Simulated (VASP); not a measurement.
LiCl:

```
Li Cl
1.0
     0.00000    2.55603    2.55603
     2.55603    0.00000    2.55603
     2.55603    2.55603    0.00000
Li Cl
1 1
Direct
  0.00000 0.00000 0.00000
  0.50000 0.50000 0.50000
```

Base run:

```yaml
Program: VASP 6.6.1
Functional: PBE
Potentials_or_basis: VASP PAW PBE potentials, release 64 (Li_sv, Cl)
Cutoff: 520 eV
k_mesh: 6 × 6 × 6
Occupations: gaussian, width 0.01 eV
Spin: no spin polarisation
```

Its results: band gap on the k mesh 6.40 eV, direct.

**Question.** The run is repeated on the same cell with these changes: functional from PBE to HSE06. What comes out?

**Answer.** Band gap on the k mesh 7.79 eV, direct.

HSE06 gives the wider gap, since exact exchange removes part of the self-interaction.

A k mesh can miss the band edges.
